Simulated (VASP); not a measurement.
# SnO2 (P6_3/mmc) in VASP: notebook

The runs below take SnO2 through single point, with PBE+D3(BJ).

Program: VASP 6.6.1. These are calculated values, not measurements. Logs are shortened: lines on timing, memory, paths and dates and some standing lists are left out, and cuts for length are marked.

## Step 1: The cell of the first run

It takes space group P6_3/mmc (No. 194, hexagonal). Conventional cell: a = 3.160 Å, b = 3.160 Å, c = 10.685 Å, α = 90.00°, β = 90.00°, γ = 120.00°. Sn (site symmetry -3m) has 6 O at 2.10 Å within 2.8 Å. O (site symmetry 3m) has 3 Sn at 2.10 Å and 3 O at 2.78 Å within 2.8 Å.

## Step 2: Single point, PBE+D3(BJ)

INCAR reads:

```
SYSTEM = SnO2
PREC = Accurate
ENCUT = 520
EDIFF = 1E-7
ISMEAR = 0
SIGMA = 0.05
LREAL = .FALSE.
LASPH = .TRUE.
NELM = 60
ALGO = Normal
ISIF = 2
LWAVE = .FALSE.
LCHARG = .FALSE.
GGA = PE
IVDW = 12
NBANDS = 35
```

KPOINTS reads:

```
Automatic mesh
0
G
  12 12 4
  0 0 0
```

POSCAR reads:

```
SnO2
1.0
    3.1597616851      0.0000000000      0.0000000000
   -1.5798808426      2.7364338892      0.0000000000
    0.0000000000      0.0000000000     10.6847036250
Sn O
2 4
Direct
    0.0000000000      0.0000000000      0.5000000000
    0.0000000000      0.0000000000      0.0000000000
    0.6666666667      0.3333333333      0.4018666787
    0.6666666667      0.3333333333      0.0981333213
    0.3333333333      0.6666666667      0.5981333213
    0.3333333333      0.6666666667      0.9018666787
```

Potentials or basis: VASP PAW PBE potentials, release 64 (Sn_d, O).

Command:

```sh
cat potpaw_PBE.64/Sn_d/POTCAR potpaw_PBE.64/O/POTCAR > POTCAR
mpirun -np 1 vasp_std > vasp.out
```

OUTCAR:

```text
SYSTEM = SnO2
   PREC = Accurate
   ENCUT = 520
   EDIFF = 1E-7
   ISMEAR = 0
   LREAL = .FALSE.
   LASPH = .TRUE.
   NELM = 60
   ISIF = 2
   GGA = PE
   IVDW = 12
 IVDW          = 12

 ion  position               nearest neighbor table
   1  0.000  0.000  0.500-   3 2.10   5 2.10   3 2.10   5 2.10   3 2.10   5 2.10
   2  0.000  0.000  0.000-   4 2.10   6 2.10   4 2.10   6 2.10   4 2.10   6 2.10
   3  0.667  0.333  0.402-   1 2.10   1 2.10   1 2.10
   4  0.667  0.333  0.098-   2 2.10   2 2.10   2 2.10
   5  0.333  0.667  0.598-   1 2.10   1 2.10   1 2.10
   6  0.333  0.667  0.902-   2 2.10   2 2.10   2 2.10

  LATTYP: Found a hexagonal cell.
 ALAT       =     3.1597616851
 C/A-ratio  =     3.3814903432

  Lattice vectors:

 A1 = (   3.1597616851,   0.0000000000,   0.0000000000)
 A2 = (  -1.5798808426,   2.7364338892,   0.0000000000)
 A3 = (   0.0000000000,   0.0000000000,  10.6847036250)

Analysis of symmetry for initial positions (statically):
=====================================================================
 Subroutine PRICEL returns:
 Original cell was already a primitive cell.

 Routine SETGRP: Setting up the symmetry group for a
 hexagonal supercell.

 Subroutine GETGRP returns: Found 24 space group operations
 (whereof 12 operations were pure point group operations)
 out of a pool of 24 trial point group operations.

The static configuration has the point symmetry D_3d.
 The point group associated with its full space group is D_6h.

Analysis of symmetry for dynamics (positions and initial velocities):
=====================================================================
 Subroutine PRICEL returns:
 Original cell was already a primitive cell.

 Routine SETGRP: Setting up the symmetry group for a
 hexagonal supercell.

 Subroutine GETGRP returns: Found 24 space group operations
 (whereof 12 operations were pure point group operations)
 out of a pool of 24 trial point group operations.

The dynamic configuration has the point symmetry D_3d.
 The point group associated with its full space group is D_6h.

 Subroutine INISYM returns: Found 24 space group operations
 (whereof 12 operations are pure point group operations),
 and found     1 'primitive' translations

----------------------------------------------------------------------------------------

                                     Primitive cell

  volume of cell :      92.3851

  direct lattice vectors                    reciprocal lattice vectors
[... 99 lines left out ...]
   IBRION =     -1    ionic relax: 0-MD 1-quasi-New 2-CG
   NFREE  =      0    steps in history (QN), initial steepest desc. (CG)
   ISIF   =      2    stress and relaxation
   ISYM   =      2    0-nonsym 1-usesym 2-fastsym
   POTIM  = 0.5000    time-step for ionic-motion
   TEBEG  =    0.0;   TEEND  =   0.0 temperature during run
   PSTRESS=    0.0 pullay stress
   NELECT =      52.0000    total number of electrons
   NUPDOWN=      -1.0000    fix difference up-down
   EMIN   =  10.00;   EMAX   =-10.00  energy-range for DOS
   EFERMI =   0.00;   METHOD = LEGACY
   ISMEAR =     0;   SIGMA  =   0.05  broadening in eV -4-tet -1-fermi 0-gaus
   EFERMI_NEDOS =   21; number of points for ismear=-14 and -15
   IALGO  =     38    algorithm
   IMIX   =      4    mixing-type and parameters
     AMIX     =   0.40;   BMIX     =  1.00
     AMIX_MAG =   1.60;   BMIX_MAG =  1.00
  volume/ion in A,a.u.               =      15.40       103.91
  Fermi-wavevector in a.u.,A,eV,Ry     =   1.351685  2.554313 24.858540  1.827051
  Thomas-Fermi vector in A             =   2.479086
   LORBIT       =      0    0 simple, 1 ext, 2 COOP (PROOUT), +10 PAW based schemes
   GGA     = PE    functional components
   LHFCALC =     F    Hartree Fock is set to
   AEXX    =    0.0000 exact exchange contribution
   IVDW    =    12    specifies the selected vdW correction
   LEPSILON=     F    determine dielectric tensor
   LRPA    =     F    only Hartree local field effects (RPA)
 non-spin polarized calculation
 Gauss-broadening in eV      SIGMA  =   0.05
  energy-cutoff  :      520.00
  volume of cell :       92.39
 maximum number of plane-waves:      2506
 NGX is ok and might be reduce to    24

 number of electron      52.0000017 magnetization

 Free energy of the ion-electron system (eV)
  ---------------------------------------------------
  ext. energy  EPLUGINS =         0.00000000
  ---------------------------------------------------
  free energy    TOTEN  =       -36.23934533 eV

  energy without entropy =      -36.23934533  energy(sigma->0) =      -36.23934533

 E-fermi :   2.7751     XC(G=0):  -9.4760

 val. band max:        2.5088380669   @ k =   0.2500   0.2500   0.0000
 cond. band min:       4.9225261370   @ k =   0.0000   0.0000   0.0000
 fundamental gap:      2.4136880701
 Fermi energy:         2.7750881232

 k-point     1 :       0.0000    0.0000    0.0000
  band No.  band energies     occupation
      1     -17.4649      2.00000
      2     -17.4636      2.00000
      3     -17.2557      2.00000
      4     -17.2557      2.00000
      5     -17.2556      2.00000
      6     -17.2556      2.00000
[... 901 lines left out ...]
     34      14.3791      0.00000
     35      15.0779      0.00000

 [... further k-points ...]

------------------------ aborting loop because EDIFF is reached ----------------------------------------

 Edisp (eV)   -0.98594

 E8    (eV) :    -0.3856

  FORCE on cell =-STRESS in cart. coord.  units (eV):
  Direction    XX          YY          ZZ          XY          YZ          ZX
  --------------------------------------------------------------------------------------
  -------------------------------------------------------------------------------------
  Total       3.14682     3.14682    -0.68401    -0.00000    -0.00000    -0.00000
  in kB      54.57341    54.57341   -11.86231    -0.00000    -0.00000    -0.00000
  external pressure =       32.43 kB  Pullay stress =        0.00 kB

 VOLUME and BASIS-vectors are now :
 -----------------------------------------------------------------------------
  energy-cutoff  :      520.00
  volume of cell :       92.39
      direct lattice vectors                 reciprocal lattice vectors
     3.159761685  0.000000000  0.000000000     0.316479564  0.182719561  0.000000000
    -1.579880843  2.736433889  0.000000000     0.000000000  0.365439123  0.000000000
     0.000000000  0.000000000 10.684703625     0.000000000  0.000000000  0.093591740

 POSITION                                       TOTAL-FORCE (eV/Angst)
 -----------------------------------------------------------------------------------
      0.00000      0.00000      5.34235        -0.000000      0.000000      0.000000
      0.00000      0.00000      0.00000        -0.000000      0.000000      0.000000
      1.57988      0.91214      4.29383         0.000000     -0.000000      0.059195
      1.57988      0.91214      1.04853         0.000000      0.000000     -0.059195
     -0.00000      1.82429      6.39088        -0.000000      0.000000     -0.059195
     -0.00000      1.82429      9.63618        -0.000000     -0.000000      0.059195
 -----------------------------------------------------------------------------------
    total drift:                               -0.000000      0.000000      0.000000

  FREE ENERGIE OF THE ION-ELECTRON SYSTEM (eV)
  ---------------------------------------------------
  free  energy   TOTEN  =       -37.2252867993 eV

  energy  without entropy=      -37.2252867993  energy(sigma->0) =      -37.22528680
```

OSZICAR:

```text
N       E                     dE             d eps       ncg     rms          rms(c)
DAV:   1     0.652599547259E+03    0.65260E+03   -0.25633E+04  4337   0.214E+03
DAV:   2     0.660789497662E+02   -0.58652E+03   -0.55402E+03  4406   0.601E+02
DAV:   3    -0.363472274449E+02   -0.10243E+03   -0.10047E+03  4359   0.210E+02
DAV:   4    -0.419198155706E+02   -0.55726E+01   -0.55319E+01  4960   0.542E+01
DAV:   5    -0.420674802566E+02   -0.14766E+00   -0.14749E+00  4947   0.921E+00    0.152E+01
DAV:   6    -0.361731290719E+02    0.58944E+01   -0.17324E+01  6183   0.640E+01    0.635E+00
DAV:   7    -0.362749270923E+02   -0.10180E+00   -0.21597E+00  4335   0.850E+00    0.318E+00
DAV:   8    -0.362441136107E+02    0.30813E-01   -0.16729E-01  6190   0.373E+00    0.994E-01
DAV:   9    -0.362379991993E+02    0.61144E-02   -0.31788E-02  6476   0.264E+00    0.136E-01
DAV:  10    -0.362392851823E+02   -0.12860E-02   -0.53559E-03  5235   0.747E-01    0.705E-02
DAV:  11    -0.362393276905E+02   -0.42508E-04   -0.56490E-04  6257   0.292E-01    0.200E-02
DAV:  12    -0.362393471355E+02   -0.19445E-04   -0.61128E-05  4539   0.520E-02    0.138E-02
DAV:  13    -0.362393457146E+02    0.14209E-05   -0.69868E-06  6440   0.294E-02    0.222E-03
DAV:  14    -0.362393453262E+02    0.38845E-06   -0.10169E-06  5297   0.772E-03    0.119E-03
DAV:  15    -0.362393453308E+02   -0.46448E-08   -0.37869E-08  3543   0.169E-03
   1 F= -.37225287E+02 E0= -.37225287E+02  d E =-.381586E-15
```

It took 3 min on 1 thread of Intel Xeon Platinum 8488C (Sapphire Rapids), shared host; peak memory 0.29 GiB.

What came out:

- Free energy: -37.2253 eV
- Pressure: 3.2 GPa
- Largest force: 0.059 eV/Å
- Band gap on the k mesh: 2.41 eV (least direct gap 2.79 eV)
- Dispersion energy per atom: -0.164 eV

Forces on the atoms (eV/Å):
```
Sn   0.000  0.000  0.000
Sn   0.000  0.000  0.000
O    0.000  0.000  0.059
O    0.000  0.000 -0.059
O    0.000  0.000 -0.059
O    0.000  0.000  0.059
```

Caveat: the stress differs along the axes, from -1 to 5 GPa; spin-orbit coupling is left out, which moves the levels of the heavy elements. A k mesh can miss the band edges.

## Step 3: Single point, PBE+D3(BJ)

This run uses another cell than the first one, of the same volume but with other edges.

INCAR reads:

```
SYSTEM = SnO2
PREC     = Accurate       ! precision mode
ENCUT    = 520            ! plane-wave cutoff, eV
EDIFF    = 1E-6           ! SCF threshold, eV
ISMEAR   = 0              ! smearing method
SIGMA    = 0.05           ! smearing width, eV
LREAL    = .False.        ! projectors in reciprocal space
LASPH    = .True.         ! aspherical terms in the spheres
NELM     = 100            ! most SCF steps
ALGO     = Normal         ! electronic algorithm
ISIF     = 2              ! what is computed and relaxed
LWAVE    = .False.        ! write WAVECAR
LCHARG   = .True.         ! write CHGCAR
GGA      = PE             ! functional
IVDW     = 12             ! dispersion correction
LELF     = .True.         ! ELF
LVHAR    = .True.       
NBANDS   = 35             ! bands
```

KPOINTS reads:

```
regular mesh
0
Gamma
  12 12 4
  0 0 0
```

POSCAR: that of step 2 with these lines changed.

```diff
@@ -2,5 +2,5 @@
 1.0
-    3.1597616851      0.0000000000      0.0000000000
-   -1.5798808426      2.7364338892      0.0000000000
-    0.0000000000      0.0000000000     10.6847036250
+    3.4595591944      0.0000000000      0.0000000000
+   -1.7297795972      2.9960661482      0.0000000000
+    0.0000000000      0.0000000000      8.9131169581
 Sn O
```

Potentials or basis: VASP PAW PBE potentials, release 64 (Sn_d, O).

Command:

```sh
cat potpaw_PBE.64/Sn_d/POTCAR potpaw_PBE.64/O/POTCAR > POTCAR
mpirun -np 1 vasp_std > vasp.out
```

It took 3.5 min on 1 thread of Intel Xeon Platinum 8488C (Sapphire Rapids), shared host; peak memory 0.32 GiB.

Results (log left out):

```
Free energy                : -36.2115 eV
Pressure                   : -10.1 GPa
Largest force              : 0.049 eV/Å
Band gap on the k mesh     : 0.06 eV (least direct gap 0.54 eV)
Dispersion energy per atom : -0.167 eV
```

Forces on the atoms (eV/Å):
```
Sn   0.000  0.000  0.000
Sn   0.000  0.000  0.000
O    0.000  0.000 -0.049
O    0.000  0.000  0.049
O    0.000  0.000  0.049
O    0.000  0.000 -0.049
```

Stress tensor (GPa, compression positive):
```
-18.44   0.00   0.00
  0.00 -18.44   0.00
  0.00   0.00   6.58
```

Levels at points of the mesh, in eV from the valence-band top:
| k point | band 24 | band 25 | band 26 | band 27 | band 28 | band 29 |
| --- | --- | --- | --- | --- | --- | --- |
| (0.00, 0.00, 0.00) | -1.78 | -1.78 | -0.48 | 0.06 | 1.65 | 3.89 |
| (0.50, 0.00, 0.00) | -0.94 | -0.74 | -0.17 | 3.59 | 3.92 | 5.00 |
| (0.00, 0.00, 0.50) | -1.83 | -1.42 | -1.42 | 1.04 | 1.04 | 4.54 |
| (0.50, 0.00, 0.50) | -1.05 | -0.49 | -0.49 | 3.73 | 3.73 | 5.75 |

Caveat: the stress differs along the axes, from -18 to 7 GPa; semilocal functionals underestimate gaps, and a narrow one can read as zero; spin-orbit coupling is left out, which moves the levels of the heavy elements.

## Step 4: Single point, PBE+D3(BJ)

This run uses another cell than the first one, of the same volume but with other edges.

INCAR reads:

```
ALGO = Normal ; EDIFF = 1E-6
ENCUT = 520 ; GGA = PE
ISIF = 2 ; ISMEAR = 0
IVDW = 12 ; LASPH = True
LCHARG = False ; LREAL = False
LWAVE = False ; NBANDS = 35
NELM = 100 ; PREC = Accurate
SIGMA = 0.05
```

KPOINTS reads:

```
k-points
0
Gamma
  12 12 4
```

POSCAR: that of step 3 with these lines changed.

```diff
@@ -2,5 +2,5 @@
 1.0
-    3.4595591944      0.0000000000      0.0000000000
-   -1.7297795972      2.9960661482      0.0000000000
-    0.0000000000      0.0000000000      8.9131169581
+    2.9426344216      0.0000000000      0.0000000000
+   -1.4713172108      2.5483961631      0.0000000000
+    0.0000000000      0.0000000000     12.3196541373
 Sn O
```

Potentials or basis: VASP PAW PBE potentials, release 64 (Sn_d, O).

Command:

```sh
cat potpaw_PBE.64/Sn_d/POTCAR potpaw_PBE.64/O/POTCAR > POTCAR
mpirun -np 1 vasp_std > vasp.out
```

OUTCAR:

```text
EDIFF = 1E-6
   ENCUT = 520
   GGA = PE
   ISIF = 2
   ISMEAR = 0
   IVDW = 12
   LASPH = True
   LREAL = False
   NELM = 100
   PREC = Accurate
 IVDW          = 12

 ion  position               nearest neighbor table
   1  0.000  0.000  0.500-   3 2.09   5 2.09   5 2.09   3 2.09   3 2.09   5 2.09
   2  0.000  0.000  0.000-   4 2.09   6 2.09   6 2.09   4 2.09   4 2.09   6 2.09
   3  0.667  0.333  0.402-   1 2.09   1 2.09   1 2.09
   4  0.667  0.333  0.098-   2 2.09   2 2.09   2 2.09
   5  0.333  0.667  0.598-   1 2.09   1 2.09   1 2.09
[... 1127 lines left out ...]
  -------------------------------------------------------------------------------------
  Total      16.00095    16.00095    -5.42669     0.00000    -0.00000     0.00000
  in kB     277.49469   277.49469   -94.11174     0.00000    -0.00000     0.00000
  external pressure =      153.63 kB  Pullay stress =        0.00 kB

 VOLUME and BASIS-vectors are now :
 -----------------------------------------------------------------------------
  energy-cutoff  :      520.00
  volume of cell :       92.39
      direct lattice vectors                 reciprocal lattice vectors
     2.942634422  0.000000000  0.000000000     0.339831544  0.196201834  0.000000000
    -1.471317211  2.548396163  0.000000000     0.000000000  0.392403667  0.000000000
     0.000000000  0.000000000 12.319654137     0.000000000  0.000000000  0.081171110

 POSITION                                       TOTAL-FORCE (eV/Angst)
 -----------------------------------------------------------------------------------
      0.00000      0.00000      6.15983         0.000000      0.000000      0.000000
      0.00000      0.00000      0.00000         0.000000      0.000000      0.000000
      1.47132      0.84947      4.95086         0.000000     -0.000000      0.943449
      1.47132      0.84947      1.20897        -0.000000     -0.000000     -0.943449
     -0.00000      1.69893      7.36880        -0.000000      0.000000     -0.943449
     -0.00000      1.69893     11.11069        -0.000000      0.000000      0.943449
 -----------------------------------------------------------------------------------
    total drift:                               -0.000000     -0.000000      0.000000

  FREE ENERGIE OF THE ION-ELECTRON SYSTEM (eV)
  ---------------------------------------------------
  free  energy   TOTEN  =       -35.4757082207 eV

  energy  without entropy=      -35.4757082207  energy(sigma->0) =      -35.47570822
```

Run time: 2.7 min. Hardware: 1 thread of Intel Xeon Platinum 8488C (Sapphire Rapids), shared host; peak memory 0.32 GiB.

Results:

```yaml
Free_energy: -35.4757 eV
Pressure: 15.4 GPa
Largest_force: 0.943 eV/Å
Band_gap_on_the_k_mesh: 3.21 eV
Dispersion_energy_per_atom: -0.167 eV
```

Forces on the atoms (eV/Å):
```
Sn   0.000  0.000  0.000
Sn   0.000  0.000  0.000
O    0.000  0.000  0.943
O    0.000  0.000 -0.943
O    0.000  0.000 -0.943
O    0.000  0.000  0.943
```

Caveat: the stress differs along the axes, from -9 to 28 GPa; spin-orbit coupling is left out, which moves the levels of the heavy elements. A k mesh can miss the band edges.

## Step 5: The runs side by side

| cell | gap on the mesh (eV) | pressure (GPa) | largest force (eV/Å) |
| --- | --- | --- | --- |
| a = 3.160, b = 3.160, c = 10.685 Å, angles 90.0, 90.0, 120.0°, 6 atoms | 2.41 | 3.2 | 0.06 |
| a = 3.460, b = 3.460, c = 8.913 Å, angles 90.0, 90.0, 120.0°, 6 atoms | 0.06 | -10.1 | 0.05 |
| a = 2.943, b = 2.943, c = 12.320 Å, angles 90.0, 90.0, 120.0°, 6 atoms | 3.21 | 15.4 | 0.94 |

Alike in all rows: task single point; level PBE+D3(BJ); potentials or basis VASP PAW PBE potentials, release 64 (Sn_d, O); no spin polarisation; k mesh 12 × 12 × 4; cutoff (eV) 520; smearing gaussian 0.05 eV.

Caveats: spin-orbit coupling is left out, which moves the levels of the heavy elements; the stress differs along the axes, from -1 to 5 GPa (at least some runs); the stress differs along the axes, from -18 to 7 GPa (at least some runs); semilocal functionals underestimate gaps, and a narrow one can read as zero (at least some runs); the stress differs along the axes, from -9 to 28 GPa (at least some runs).

Total energies depend on the potentials used, so only differences within one code and one set of settings carry meaning.
